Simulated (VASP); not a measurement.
# AlN (Cmc2_1) in VASP: further runs

The runs below take AlN through single point, with LDA.

All numbers are computed with VASP 6.6.1; they aren't measurements. Logs are shortened: lines on timing, memory, paths and dates and some standing lists are left out, and cuts for length are marked.

## Step 1: The cell of the first run

The structure is orthorhombic, space group Cmc2_1 (No. 36). The conventional cell has a = 3.012 Å, b = 5.216 Å, c = 4.820 Å, α = 90.00°, β = 90.00°, γ = 90.00°. Al (site symmetry m) has 4 N at 1.83 to 1.84 Å within 2.4 Å. Within 2.4 Å of N (site symmetry m) lie 4 Al at 1.83 to 1.84 Å.

## Step 2: Single point, LDA

INCAR

```
SYSTEM = AlN
PREC     = Accurate       ! precision mode
ENCUT    = 520            ! plane-wave cutoff, eV
EDIFF    = 1E-7           ! SCF threshold, eV
ISMEAR   = 0              ! smearing method
SIGMA    = 0.05           ! smearing width, eV
LREAL    = .False.        ! projectors in reciprocal space
LASPH    = .True.         ! aspherical terms in the spheres
NELM     = 100            ! most SCF steps
ALGO     = Normal         ! electronic algorithm
ISIF     = 2              ! what is computed and relaxed
LWAVE    = .False.        ! write WAVECAR
LCHARG   = .False.        ! write CHGCAR
NBANDS   = 16             ! bands
```

KPOINTS

```
Automatic mesh
0
Gamma
  9 9 6
  0 0 0
```

POSCAR

```
AlN
1.0
    3.0115238416      0.0000000000      0.0000000000
   -1.5057619208      2.6080561509      0.0000000000
    0.0000000000      0.0000000000      4.8201746025
Al N
2 2
Direct
    0.3236882189      0.6473764378      0.0015212672
    0.6763117811      0.3526235622      0.5015212672
    0.3419399799      0.6838799599      0.3834787328
    0.6580600201      0.3161200401      0.8834787328
```

Potentials or basis: VASP PAW LDA potentials, release 64 (Al, N).

Command:

```bash
$ cat potpaw_LDA.64/Al/POTCAR potpaw_LDA.64/N/POTCAR > POTCAR
$ mpirun -np 1 vasp_std > vasp.out
```

OUTCAR:

```text
SYSTEM = AlN
   PREC = Accurate
   ENCUT = 520
   EDIFF = 1E-7
   ISMEAR = 0
   LREAL = .False.
   LASPH = .True.
   NELM = 100
   ISIF = 2

 ion  position               nearest neighbor table
   1  0.324  0.647  0.002-   4 1.83   4 1.83   4 1.83   3 1.84   2 2.94   2 2.94   2 2.94   2 2.94
                             2 3.03   2 3.03
   2  0.676  0.353  0.502-   3 1.83   3 1.83   3 1.83   4 1.84   1 2.94   1 2.94   1 2.94   1 2.94
                             1 3.03   1 3.03
   3  0.342  0.684  0.383-   2 1.83   2 1.83   2 1.83   1 1.84
   4  0.658  0.316  0.883-   1 1.83   1 1.83   1 1.83   2 1.84

  LATTYP: Found a hexagonal cell.
 ALAT       =     3.0115238416
 C/A-ratio  =     1.6005766037

  Lattice vectors:

 A1 = (   3.0115238416,   0.0000000000,   0.0000000000)
 A2 = (  -1.5057619208,   2.6080561509,   0.0000000000)
 A3 = (   0.0000000000,   0.0000000000,   4.8201746025)

Analysis of symmetry for initial positions (statically):
=====================================================================
 Subroutine PRICEL returns:
 Original cell was already a primitive cell.

 Routine SETGRP: Setting up the symmetry group for a
 hexagonal supercell.

 Subroutine GETGRP returns: Found  4 space group operations
 (whereof  2 operations were pure point group operations)
 out of a pool of 24 trial point group operations.

The static configuration has the point symmetry C_1h.
 The point group associated with its full space group is C_2v.

Analysis of symmetry for dynamics (positions and initial velocities):
=====================================================================
 Subroutine PRICEL returns:
 Original cell was already a primitive cell.

 Routine SETGRP: Setting up the symmetry group for a
 hexagonal supercell.

 Subroutine GETGRP returns: Found  4 space group operations
 (whereof  2 operations were pure point group operations)
 out of a pool of 24 trial point group operations.

The dynamic configuration has the point symmetry C_1h.
 The point group associated with its full space group is C_2v.

 Subroutine INISYM returns: Found  4 space group operations
 (whereof  2 operations are pure point group operations),
 and found     1 'primitive' translations

----------------------------------------------------------------------------------------

                                     Primitive cell

  volume of cell :      37.8587

  direct lattice vectors                    reciprocal lattice vectors
     3.011523842  0.000000000  0.000000000     0.332057806  0.191713664  0.000000000
    -1.505761921  2.608056151  0.000000000     0.000000000  0.383427328  0.000000000
     0.000000000  0.000000000  4.820174602     0.000000000  0.000000000  0.207461364

  length of vectors
     3.011523842  3.011523842  4.820174602     0.383427328  0.383427328  0.207461364

  position of ions in fractional coordinates (direct lattice)
     0.323688219  0.647376438  0.001521267
     0.676311781  0.352623562  0.501521267
     0.341939980  0.683879960  0.383478733
     0.658060020  0.316120040  0.883478733

  ion indices of the primitive-cell ions
   primitive index   ion index
                 1           1
                 2           2
                 3           3
                 4           4

----------------------------------------------------------------------------------------

 KPOINTS: Automatic mesh

Automatic generation of k-mesh.
 Grid dimensions read from file:
 generate k-points for:    9    9    6

 Generating k-lattice:

  Cartesian coordinates                     Fractional coordinates (reciprocal lattice)
     0.036895312  0.021301518  0.000000000     0.111111111  0.000000000  0.000000000
     0.000000000  0.042603036  0.000000000     0.000000000  0.111111111  0.000000000
     0.000000000  0.000000000  0.034576894     0.000000000  0.000000000  0.166666667

  Length of vectors
     0.042603036  0.042603036  0.034576894

  Shift w.r.t. Gamma in fractional coordinates (k-lattice)
     0.000000000  0.000000000  0.000000000

 Subroutine IBZKPT returns following result:
 ===========================================

 Found    100 irreducible k-points:

 Following reciprocal coordinates:
            Coordinates               Weight
  0.000000  0.000000  0.000000      1.000000
  0.111111  0.000000  0.000000      4.000000
  0.000000  0.111111  0.000000      2.000000
  0.222222  0.000000  0.000000      4.000000
  0.000000  0.222222  0.000000      2.000000
  0.333333  0.000000  0.000000      4.000000
[... 16 lines left out ...]
 -0.222222 -0.444444  0.000000      4.000000
  0.444444  0.333333  0.000000      4.000000
 [... further k-points ...]
   k-points           NKPTS =    100   k-points in BZ     NKDIM =    100   number of bands    NBANDS=     16
   number of dos      NEDOS =    301   number of ions     NIONS =      4
   total plane-waves  NPLWV =  20736
   dimension x,y,z NGX =    24 NGY =   24 NGZ =   36
   dimension x,y,z NGXF=    48 NGYF=   48 NGZF=   72
   ions per type =               2   2
   NGX,Y,Z   is equivalent  to a cutoff of  13.25, 13.25, 12.42 a.u.
   NGXF,Y,Z  is equivalent  to a cutoff of  26.50, 26.50, 24.83 a.u.
 SYSTEM =  AlN
   PREC   = accura    normal or accurate (medium, high low for compatibility)
   ISTART =      0    job   : 0-new  1-cont  2-samecut
   ICHARG =      2    charge: 1-file 2-atom 10-const
   ISPIN  =      1    spin polarized calculation?
   LNONCOLLINEAR =      F non collinear calculations
   LSORBIT =      F    spin-orbit coupling
   LASPH  =      T    aspherical Exc in radial PAW
   ENCUT  =  520.0 eV  38.22 Ry    6.18 a.u.   5.60  5.60  8.96*2*pi/ulx,y,z
   NELM   =    100;   NELMIN=  2; NELMDL= -5     # of ELM steps
   EDIFF  = 0.1E-06   stopping-criterion for ELM
   LREAL  =      F    real-space projection
   EDIFFG = 0.1E-05   stopping-criterion for IOM
   NSW    =      0    number of steps for IOM
   IBRION =     -1    ionic relax: 0-MD 1-quasi-New 2-CG
   NFREE  =      0    steps in history (QN), initial steepest desc. (CG)
   ISIF   =      2    stress and relaxation
   ISYM   =      2    0-nonsym 1-usesym 2-fastsym
   POTIM  = 0.5000    time-step for ionic-motion
   TEBEG  =    0.0;   TEEND  =   0.0 temperature during run
   PSTRESS=    0.0 pullay stress
   NELECT =      16.0000    total number of electrons
   NUPDOWN=      -1.0000    fix difference up-down
   EMIN   =  10.00;   EMAX   =-10.00  energy-range for DOS
   EFERMI =   0.00;   METHOD = LEGACY
   ISMEAR =     0;   SIGMA  =   0.05  broadening in eV -4-tet -1-fermi 0-gaus
   EFERMI_NEDOS =   21; number of points for ismear=-14 and -15
   IALGO  =     38    algorithm
   IMIX   =      4    mixing-type and parameters
     AMIX     =   0.40;   BMIX     =  1.00
     AMIX_MAG =   1.60;   BMIX_MAG =  1.00
  volume/ion in A,a.u.               =       9.46        63.87
  Fermi-wavevector in a.u.,A,eV,Ry     =   1.228550  2.321623 20.535749  1.509335
  Thomas-Fermi vector in A             =   2.363471
   LORBIT       =      0    0 simple, 1 ext, 2 COOP (PROOUT), +10 PAW based schemes
   GGA     = CA    functional components
   LHFCALC =     F    Hartree Fock is set to
   AEXX    =    0.0000 exact exchange contribution
   IVDW    =     0    specifies the selected vdW correction
   LEPSILON=     F    determine dielectric tensor
   LRPA    =     F    only Hartree local field effects (RPA)
 non-spin polarized calculation
 Gauss-broadening in eV      SIGMA  =   0.05
  energy-cutoff  :      520.00
  volume of cell :       37.86
 maximum number of plane-waves:      1038
   NGX = 11   NGY = 11   NGZ = 17

 number of electron      15.9999999 magnetization

 Free energy of the ion-electron system (eV)
  ---------------------------------------------------
  ext. energy  EPLUGINS =         0.00000000
  ---------------------------------------------------
  free energy    TOTEN  =       -32.64291848 eV

  energy without entropy =      -32.64291848  energy(sigma->0) =      -32.64291848

 E-fermi :   7.1122     XC(G=0): -11.6810

 val. band max:        6.9041782205   @ k =   0.0000   0.0000   0.0000
 cond. band min:      11.7995315779   @ k =   0.3333   0.3333   0.0000
 fundamental gap:      4.8953533574
 Fermi energy:         7.1122088185

 k-point     1 :       0.0000    0.0000    0.0000
  band No.  band energies     occupation
      1      -8.7677      2.00000
      2      -6.2193      2.00000
      3       0.3742      2.00000
      4       5.9320      2.00000
      5       5.9976      2.00000
      6       6.5538      2.00000
[... 8 lines left out ...]
     15      20.6548      0.00000
     16      21.0638      0.00000

 k-point     2 :       0.1111    0.0000    0.0000
  band No.  band energies     occupation
      1      -8.5892      2.00000
      2      -6.1149      2.00000
      3       0.5758      2.00000
      4       5.2144      2.00000
      5       5.7399      2.00000
      6       5.9439      2.00000
[... 8 lines left out ...]
     15      20.4506      0.00000
     16      20.7655      0.00000

 k-point     3 :       0.0000    0.1111    0.0000
  band No.  band energies     occupation
      1      -8.5884      2.00000
      2      -6.1172      2.00000
      3       0.5778      2.00000
      4       5.2097      2.00000
      5       5.7598      2.00000
      6       6.0268      2.00000
[... 8 lines left out ...]
     15      20.5379      0.00000
     16      20.6390      0.00000

 k-point     4 :       0.2222    0.0000    0.0000
  band No.  band energies     occupation
      1      -8.0792      2.00000
      2      -5.8490      2.00000
      3       1.1613      2.00000
      4       3.5811      2.00000
      5       4.6701      2.00000
      6       5.3083      2.00000
[... 8 lines left out ...]
     15      20.1124      0.00000
     16      20.3259      0.00000

 k-point     5 :       0.0000    0.2222    0.0000
  band No.  band energies     occupation
      1      -8.0746      2.00000
      2      -5.8605      2.00000
      3       1.1710      2.00000
      4       3.6478      2.00000
      5       4.6683      2.00000
      6       5.3029      2.00000
[... 8 lines left out ...]
     15      19.6700      0.00000
     16      20.5626      0.00000

 k-point     6 :       0.3333    0.0000    0.0000
  band No.  band energies     occupation
      1      -7.3337      2.00000
      2      -5.5834      2.00000
      3       1.9899      2.00000
      4       2.0726      2.00000
      5       3.4107      2.00000
      6       4.9060      2.00000
[... 8 lines left out ...]
     15      20.0737      0.00000
     16      21.9945      0.00000
[... 267 lines left out ...]
 k-point    21 :      -0.4444    0.2222    0.0000
  band No.  band energies     occupation
      1      -6.9430      2.00000
      2      -5.4855      2.00000
      3       2.1548      2.00000
      4       2.5239      2.00000
      5       2.6616      2.00000
      6       4.3779      2.00000
[... 8 lines left out ...]
     15      20.4847      0.00000
     16      22.5640      0.00000

 k-point    22 :       0.3333    0.2222    0.0000
  band No.  band energies     occupation
      1      -6.2719      2.00000
      2      -5.5603      2.00000
      3       1.4826      2.00000
      4       2.7529      2.00000
      5       3.4040      2.00000
      6       3.5193      2.00000
[... 8 lines left out ...]
     15      20.3280      0.00000
     16      22.3214      0.00000

 k-point    23 :      -0.2222   -0.4444    0.0000
  band No.  band energies     occupation
      1      -6.2330      2.00000
      2      -5.6135      2.00000
      3       1.6072      2.00000
      4       2.6332      2.00000
      5       3.3910      2.00000
      6       3.6341      2.00000
[... 8 lines left out ...]
     15      20.1833      0.00000
     16      22.4521      0.00000

 k-point    24 :       0.4444    0.3333    0.0000
  band No.  band energies     occupation
      1      -6.2929      2.00000
      2      -5.5308      2.00000
      3       1.4544      2.00000
      4       2.6861      2.00000
      5       3.4361      2.00000
      6       3.5388      2.00000
[... 8 lines left out ...]
     15      20.3029      0.00000
     16      22.5308      0.00000

 [... further k-points ...]
[... 5 lines left out ...]
  --------------------------------------------------------------------------------------
  -------------------------------------------------------------------------------------
  Total        4.7242380      4.6527392      4.3675515      0.0000000      0.0000000      0.0000000
  in kB      199.9292501    196.9034270    184.8343157      0.0000000      0.0000000      0.0000000
  external PRESSURE =     193.8889976 kB  Pullay stress =       0.0000000 kB

 VOLUME and BASIS-vectors are now :
 -----------------------------------------------------------------------------
  energy-cutoff  :      520.00
  volume of cell :       37.86
      direct lattice vectors                 reciprocal lattice vectors
     3.011523842  0.000000000  0.000000000     0.332057806  0.191713664  0.000000000
    -1.505761921  2.608056151  0.000000000     0.000000000  0.383427328  0.000000000
     0.000000000  0.000000000  4.820174602     0.000000000  0.000000000  0.207461364

 POSITION                                       TOTAL-FORCE (eV/Angst)
 -----------------------------------------------------------------------------------
      0.00000      1.68839      0.00733         0.000000      0.285005     -0.008116
      1.50576      0.91966      2.41742        -0.000000     -0.285005     -0.008116
     -0.00000      1.78360      1.84843         0.000000     -0.109252      0.008116
      1.50576      0.82446      4.25852        -0.000000      0.109252      0.008116
 -----------------------------------------------------------------------------------
    total drift:                                0.000000      0.000000      0.001102

  FREE ENERGIE OF THE ION-ELECTRON SYSTEM (eV)
  ---------------------------------------------------
  free  energy   TOTEN  =       -32.6429184773 eV

  energy  without entropy=      -32.6429184773  energy(sigma->0) =      -32.64291848
```

Run time: 20 s. Hardware: 1 thread of Intel Xeon 6975P-C (Granite Rapids), shared host; peak memory 0.16 GiB.

What came out:

```
Free energy            : -32.6429 eV
Pressure               : 19.4 GPa
Largest force          : 0.285 eV/Å
Band gap on the k mesh : 4.90 eV, indirect (least direct gap 5.09 eV)
```

Forces in eV/Å, atoms in the order of the input:
```
Al   0.000  0.285 -0.008
Al   0.000 -0.285 -0.008
N    0.000 -0.109  0.008
N    0.000  0.109  0.008
```

A k mesh can miss the band edges.

## Step 3: Single point, LDA

INCAR, as its differences from that of step 2:

```diff
@@ -13,2 +13,3 @@
 LCHARG   = .False.        ! write CHGCAR
+GGA      = CA             ! functional
 NBANDS   = 16             ! bands
```

KPOINTS

```
regular mesh
0
Gamma
  9 9 6
  0 0 0
```

POSCAR

```
AlN
1.0
    3.0115238416      0.0000000000      0.0000000000
   -1.5057619208      2.6080561509      0.0000000000
    0.0000000000      0.0000000000      4.8201746025
Al N
2 2
Direct
    0.3301182952      0.6602365904      0.0015212672
    0.6698817048      0.3397634096      0.5015212672
    0.3362022155      0.6724044311      0.3834787328
    0.6637977845      0.3275955689      0.8834787328
```

Potentials or basis: VASP PAW LDA potentials, release 64 (Al, N).

Command:

```bash
$ cat potpaw_LDA.64/Al/POTCAR potpaw_LDA.64/N/POTCAR > POTCAR
$ mpirun -np 1 vasp_std > vasp.out
```

It took 20 s on 1 thread of Intel Xeon 6975P-C (Granite Rapids), shared host; peak memory 0.16 GiB.

The run converged. Its results:

```
Free energy            : -32.6601 eV
Pressure               : 19.5 GPa
Largest force          : 0.104 eV/Å
Band gap on the k mesh : 4.92 eV, indirect (least direct gap 5.12 eV)
```

Forces in eV/Å, atoms in the order of the input:
```
Al   0.000  0.098 -0.033
Al   0.000 -0.098 -0.033
N    0.000 -0.035  0.033
N    0.000  0.035  0.033
```

Stress tensor (GPa, compression positive):
```
19.96  0.00  0.00
 0.00 19.92  0.00
 0.00  0.00 18.56
```

Levels at points of the mesh, in eV from the valence-band top:
```csv
k point,band 6,band 7,band 8,band 9,band 10,band 11
"(0.00, 0.00, 0.00)",-0.28,-0.22,0.00,5.12,7.41,11.28
"(0.00, 0.00, 0.50)",-0.60,-0.59,-0.59,7.28,7.28,10.95
```

[end of part 1 of 2]
